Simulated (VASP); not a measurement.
# SnO2 (Pa-3) in VASP: relaxation of cell and atoms with LDA

Aim: the relaxation of cell and atoms of SnO2 with LDA.

Program: VASP 6.6.1. These are calculated values, not measurements. Logs are shortened: lines on timing, memory, paths and dates and some standing lists are left out, and cuts for length are marked.

## (1) The cell of the first run

The structure is cubic, space group Pa-3 (No. 205). Conventional cell: a = 5.068 Å, b = 5.068 Å, c = 5.068 Å, α = 90.00°, β = 90.00°, γ = 90.00°. Within 2.7 Å of Sn (site symmetry -3) lie 6 O at 2.07 Å. O (site symmetry 3) has 3 Sn at 2.07 Å and 6 O at 2.69 Å within 2.7 Å.

## (2) Relaxation of cell and atoms, LDA

File INCAR:

```
ALGO = Normal
EDIFF = 1E-6
EDIFFG = -0.005
ENCUT = 600
IBRION = 2
ISIF = 3
ISMEAR = 0
LASPH = T
LCHARG = F
LREAL = F
LWAVE = F
NELM = 100
NSW = 100
PREC = Accurate
SIGMA = 0.02
```

File KPOINTS:

```
k-points
0
Gamma
  6 6 6
```

File POSCAR:

```
SnO2
1.0
    5.0679172417      0.0000000000      0.0000000000
    0.0000000000      5.0679172417      0.0000000000
    0.0000000000      0.0000000000      5.0679172417
Sn O
4 8
Direct
    0.0000000000      0.5000000000      0.5000000000
    0.5000000000      0.5000000000      0.0000000000
    0.5000000000      0.0000000000      0.5000000000
    0.0000000000      0.0000000000      0.0000000000
    0.3396403698      0.1603596302      0.8396403698
    0.1603596302      0.8396403698      0.3396403698
    0.8396403698      0.3396403698      0.1603596302
    0.6603596302      0.6603596302      0.6603596302
    0.3396403698      0.3396403698      0.3396403698
    0.1603596302      0.6603596302      0.8396403698
    0.8396403698      0.1603596302      0.6603596302
    0.6603596302      0.8396403698      0.1603596302
```

Potentials or basis: VASP PAW LDA potentials, release 64 (Sn_d, O).

Run with:

```sh
> cat potpaw_LDA.64/Sn_d/POTCAR potpaw_LDA.64/O/POTCAR > POTCAR
> mpirun -np 1 vasp_std > vasp.out
```

OUTCAR:

```text
EDIFF = 1E-6
   EDIFFG = -0.005
   ENCUT = 600
   IBRION = 2
   ISIF = 3
   ISMEAR = 0
   LASPH = T
   LREAL = F
   NELM = 100
   NSW = 100
   PREC = Accurate

 ion  position               nearest neighbor table
   1  0.000  0.500  0.500-   6 2.07   7 2.07   8 2.07   9 2.07  10 2.07  11 2.07   2 3.58   3 3.58
                             4 3.58   2 3.58   4 3.58   3 3.58   4 3.58   4 3.58   2 3.58   3 3.58
   2  0.500  0.500  0.000-   5 2.07   7 2.07   8 2.07   9 2.07  10 2.07  12 2.07   1 3.58   3 3.58
                             4 3.58   1 3.58   3 3.58   3 3.58   4 3.58   3 3.58   1 3.58   4 3.58
   3  0.500  0.000  0.500-   5 2.07   6 2.07   8 2.07   9 2.07  11 2.07  12 2.07   1 3.58   2 3.58
                             4 3.58   2 3.58   4 3.58   1 3.58   2 3.58   2 3.58   1 3.58   4 3.58
   4  0.000  0.000  0.000-   5 2.07   6 2.07   7 2.07  10 2.07  11 2.07  12 2.07   1 3.58   2 3.58
                             3 3.58   1 3.58   3 3.58   1 3.58   2 3.58   1 3.58   2 3.58   3 3.58
   5  0.340  0.160  0.840-   2 2.07   3 2.07   4 2.07
   6  0.160  0.840  0.340-   1 2.07   3 2.07   4 2.07
   7  0.840  0.340  0.160-   1 2.07   2 2.07   4 2.07
   8  0.660  0.660  0.660-   1 2.07   2 2.07   3 2.07
   9  0.340  0.340  0.340-   1 2.07   2 2.07   3 2.07
  10  0.160  0.660  0.840-   1 2.07   2 2.07   4 2.07
  11  0.840  0.160  0.660-   1 2.07   3 2.07   4 2.07
  12  0.660  0.840  0.160-   2 2.07   3 2.07   4 2.07

  LATTYP: Found a simple cubic cell.
 ALAT       =     5.0679172417

  Lattice vectors:

 A1 = (   5.0679172417,   0.0000000000,   0.0000000000)
 A2 = (   0.0000000000,   5.0679172417,   0.0000000000)
 A3 = (   0.0000000000,   0.0000000000,   5.0679172417)

Analysis of symmetry for initial positions (statically):
=====================================================================
 Subroutine PRICEL returns:
 Original cell was already a primitive cell.

 Routine SETGRP: Setting up the symmetry group for a
 simple cubic supercell.

 Subroutine GETGRP returns: Found 24 space group operations
 (whereof  6 operations were pure point group operations)
 out of a pool of 48 trial point group operations.

The static configuration has the point symmetry S_6 .
 The point group associated with its full space group is T_h .

Analysis of symmetry for dynamics (positions and initial velocities):
=====================================================================
 Subroutine PRICEL returns:
 Original cell was already a primitive cell.

 Routine SETGRP: Setting up the symmetry group for a
 simple cubic supercell.

 Subroutine GETGRP returns: Found 24 space group operations
 (whereof  6 operations were pure point group operations)
 out of a pool of 48 trial point group operations.

The dynamic configuration has the point symmetry S_6 .
 The point group associated with its full space group is T_h .

 Subroutine INISYM returns: Found 24 space group operations
 (whereof  6 operations are pure point group operations),
 and found     1 'primitive' translations

----------------------------------------------------------------------------------------

                                     Primitive cell

  volume of cell :     130.1633

  direct lattice vectors                    reciprocal lattice vectors
     5.067917242  0.000000000  0.000000000     0.197319718  0.000000000  0.000000000
     0.000000000  5.067917242  0.000000000     0.000000000  0.197319718  0.000000000
     0.000000000  0.000000000  5.067917242     0.000000000  0.000000000  0.197319718

  length of vectors
     5.067917242  5.067917242  5.067917242     0.197319718  0.197319718  0.197319718

  position of ions in fractional coordinates (direct lattice)
     0.000000000  0.500000000  0.500000000
     0.500000000  0.500000000  0.000000000
     0.500000000  0.000000000  0.500000000
     0.000000000  0.000000000  0.000000000
     0.339640370  0.160359630  0.839640370
     0.160359630  0.839640370  0.339640370
     0.839640370  0.339640370  0.160359630
     0.660359630  0.660359630  0.660359630
     0.339640370  0.339640370  0.339640370
     0.160359630  0.660359630  0.839640370
     0.839640370  0.160359630  0.660359630
     0.660359630  0.839640370  0.160359630

  ion indices of the primitive-cell ions
   primitive index   ion index
                 1           1
                 2           2
                 3           3
                 4           4
                 5           5
                 6           6
                 7           7
                 8           8
                 9           9
                10          10
                11          11
                12          12

----------------------------------------------------------------------------------------

 KPOINTS: k-points

Automatic generation of k-mesh.
 Grid dimensions read from file:
 generate k-points for:    6    6    6

 Generating k-lattice:

  Cartesian coordinates                     Fractional coordinates (reciprocal lattice)
     0.032886620  0.000000000  0.000000000     0.166666667  0.000000000  0.000000000
     0.000000000  0.032886620  0.000000000     0.000000000  0.166666667  0.000000000
     0.000000000  0.000000000  0.032886620     0.000000000  0.000000000  0.166666667

  Length of vectors
     0.032886620  0.032886620  0.032886620

  Shift w.r.t. Gamma in fractional coordinates (k-lattice)
     0.000000000  0.000000000  0.000000000

 Subroutine IBZKPT returns following result:
 ===========================================

 Found     24 irreducible k-points:

 Following reciprocal coordinates:
            Coordinates               Weight
  0.000000  0.000000  0.000000      1.000000
  0.166667  0.000000  0.000000      6.000000
  0.333333  0.000000  0.000000      6.000000
  0.500000  0.000000  0.000000      3.000000
  0.166667  0.166667  0.000000     12.000000
  0.333333  0.166667  0.000000     12.000000
[... 16 lines left out ...]
  0.500000  0.500000  0.333333      6.000000
  0.500000  0.500000  0.500000      1.000000
   k-points           NKPTS =     24   k-points in BZ     NKDIM =     24   number of bands    NBANDS=     62
   number of dos      NEDOS =    301   number of ions     NIONS =     12
   total plane-waves  NPLWV =  64000
   dimension x,y,z NGX =    40 NGY =   40 NGZ =   40
   dimension x,y,z NGXF=    80 NGYF=   80 NGZF=   80
   ions per type =               4   8
   NGX,Y,Z   is equivalent  to a cutoff of  13.12, 13.12, 13.12 a.u.
   NGXF,Y,Z  is equivalent  to a cutoff of  26.24, 26.24, 26.24 a.u.
 SYSTEM =  unknown system
   PREC   = accura    normal or accurate (medium, high low for compatibility)
   ISTART =      0    job   : 0-new  1-cont  2-samecut
   ICHARG =      2    charge: 1-file 2-atom 10-const
   ISPIN  =      1    spin polarized calculation?
   LNONCOLLINEAR =      F non collinear calculations
   LSORBIT =      F    spin-orbit coupling
   LASPH  =      T    aspherical Exc in radial PAW
   ENCUT  =  600.0 eV  44.10 Ry    6.64 a.u.  10.12 10.12 10.12*2*pi/ulx,y,z
   NELM   =    100;   NELMIN=  2; NELMDL= -5     # of ELM steps
   EDIFF  = 0.1E-05   stopping-criterion for ELM
   LREAL  =      F    real-space projection
   EDIFFG = -.5E-02   stopping-criterion for IOM
   NSW    =    100    number of steps for IOM
   IBRION =      2    ionic relax: 0-MD 1-quasi-New 2-CG
   NFREE  =      1    steps in history (QN), initial steepest desc. (CG)
   ISIF   =      3    stress and relaxation
   ISYM   =      2    0-nonsym 1-usesym 2-fastsym
   POTIM  = 0.5000    time-step for ionic-motion
   TEBEG  =    0.0;   TEEND  =   0.0 temperature during run
   PSTRESS=    0.0 pullay stress
   NELECT =     104.0000    total number of electrons
   NUPDOWN=      -1.0000    fix difference up-down
   EMIN   =  10.00;   EMAX   =-10.00  energy-range for DOS
   EFERMI =   0.00;   METHOD = LEGACY
   ISMEAR =     0;   SIGMA  =   0.02  broadening in eV -4-tet -1-fermi 0-gaus
   EFERMI_NEDOS =   21; number of points for ismear=-14 and -15
   IALGO  =     38    algorithm
   IMIX   =      4    mixing-type and parameters
     AMIX     =   0.40;   BMIX     =  1.00
     AMIX_MAG =   1.60;   BMIX_MAG =  1.00
  volume/ion in A,a.u.               =      10.85        73.20
  Fermi-wavevector in a.u.,A,eV,Ry     =   1.519112  2.870705 31.398177  2.307701
  Thomas-Fermi vector in A             =   2.628142
   LORBIT       =      0    0 simple, 1 ext, 2 COOP (PROOUT), +10 PAW based schemes
   GGA     = CA    functional components
   LHFCALC =     F    Hartree Fock is set to
   AEXX    =    0.0000 exact exchange contribution
   IVDW    =     0    specifies the selected vdW correction
   LEPSILON=     F    determine dielectric tensor
   LRPA    =     F    only Hartree local field effects (RPA)
 conjugate gradient relaxation of ions
 non-spin polarized calculation
 Gauss-broadening in eV      SIGMA  =   0.02
  energy-cutoff  :      600.00
  volume of cell :      130.16
 maximum number of plane-waves:      4385
   NGX = 21   NGY = 21   NGZ = 21

--------------------------------------- Ionic step        1  -------------------------------------------

 number of electron     104.0000085 magnetization

 Free energy of the ion-electron system (eV)
  ---------------------------------------------------
  ext. energy  EPLUGINS =         0.00000000
  ---------------------------------------------------
  free energy    TOTEN  =       -83.73929542 eV

  energy without entropy =      -83.73929542  energy(sigma->0) =      -83.73929542

------------------------ aborting loop because EDIFF is reached ----------------------------------------

  FORCE on cell =-STRESS in cart. coord.  units (eV):
  Direction    XX          YY          ZZ          XY          YZ          ZX
  --------------------------------------------------------------------------------------
  -------------------------------------------------------------------------------------
  Total        0.6772720      0.6772720      0.6772720      0.0000000      0.0000000      0.0000000
  in kB        8.3365270      8.3365270      8.3365270      0.0000000      0.0000000      0.0000000
  external PRESSURE =       8.3365270 kB  Pullay stress =       0.0000000 kB
[... 77 lines left out ...]
  energy  without entropy=      -83.7385818581  energy(sigma->0) =      -83.73858186

--------------------------------------- Ionic step        3  -------------------------------------------

 number of electron     104.0000086 magnetization

 Free energy of the ion-electron system (eV)
  ---------------------------------------------------
  ext. energy  EPLUGINS =         0.00000000
  ---------------------------------------------------
  free energy    TOTEN  =       -83.74053004 eV

  energy without entropy =      -83.74053004  energy(sigma->0) =      -83.74053004

 E-fermi :   7.1224     XC(G=0): -12.4538

 val. band max:        7.0289712715   @ k =  -0.1667   0.3333   0.0000
 cond. band min:       8.1163319487   @ k =   0.0000   0.0000   0.0000
 fundamental gap:      1.0873606772
 Fermi energy:         7.1223633647

 k-point     1 :       0.0000    0.0000    0.0000
  band No.  band energies     occupation
      1     -13.7362      2.00000
      2     -13.7362      2.00000
      3     -13.7362      2.00000
      4     -12.8999      2.00000
      5     -12.8999      2.00000
      6     -12.8999      2.00000
[... 1588 lines left out ...]
  FREE ENERGIE OF THE ION-ELECTRON SYSTEM (eV)
  ---------------------------------------------------
  free  energy   TOTEN  =       -83.7405300384 eV

  energy  without entropy=      -83.7405300384  energy(sigma->0) =      -83.74053004

 reached required accuracy - stopping structural energy minimisation
```

It took 6.6 min on 1 thread of Intel Xeon 6975P-C (Granite Rapids), shared host; peak memory 0.3 GiB.

Results:

* Free energy: -83.7405 eV
* Relaxed volume: 10.89 Å³/atom
* Relaxed cell: a = 5.074 Å, b = 5.074 Å, c = 5.074 Å, α = 90.00°, β = 90.00°, γ = 90.00°
* Space group after relaxing (to 0.1 Å): Pa-3 (No. 205)
* Energy gained by relaxing: 0.1 meV/atom
* Ionic steps: 3
* Pressure after relaxing: 0.0 GPa
* Band gap on the k mesh: 1.09 eV (least direct gap 1.18 eV)

Forces on the atoms (eV/Å):
```
Sn   0.000  0.000  0.000
Sn   0.000  0.000  0.000
Sn   0.000  0.000  0.000
Sn   0.000  0.000  0.000
O   -0.001  0.001 -0.001
O    0.001 -0.001 -0.001
O   -0.001 -0.001  0.001
O    0.001  0.001  0.001
O   -0.001 -0.001 -0.001
O    0.001  0.001 -0.001
O   -0.001  0.001  0.001
O    0.001 -0.001  0.001
```

Step by step:
```
step  energy change (eV)  largest force (eV/Å)  pressure (GPa)  volume (Å³)
   1              0.0000                0.0018            0.83       130.16
   2              0.0007                0.0076           -1.01       131.23
   3             -0.0012                0.0024           -0.02       130.63
```

Final structure:
```
Sn O
1.0
     5.07395    0.00000    0.00000
     0.00000    5.07395    0.00000
     0.00000    0.00000    5.07395
Sn O
4 8
Cartesian
  0.0000 2.5370 2.5370
  2.5370 2.5370 0.0000
  2.5370 0.0000 2.5370
  0.0000 0.0000 0.0000
  1.7233 0.8136 4.2603
  0.8136 4.2603 1.7233
  4.2603 1.7233 0.8136
  3.3506 3.3506 3.3506
  1.7233 1.7233 1.7233
  0.8136 3.3506 4.2603
  4.2603 0.8136 3.3506
  3.3506 4.2603 0.8136
```

Levels at points of the mesh, in eV from the valence-band top:
```
           k point  band 50  band 51  band 52  band 53  band 54  band 55
(0.00, 0.00, 0.00)    -0.09    -0.09    -0.09     1.09     6.20     6.20
(0.50, 0.00, 0.00)    -0.50    -0.02    -0.02     4.12     4.12     5.21
(0.50, 0.50, 0.00)    -0.34    -0.34    -0.34     4.94     4.94     4.94
(0.50, 0.50, 0.50)    -0.67    -0.67    -0.67     5.46     5.46     5.46
```

Caveat: spin-orbit coupling is left out, which moves the levels of the heavy elements.
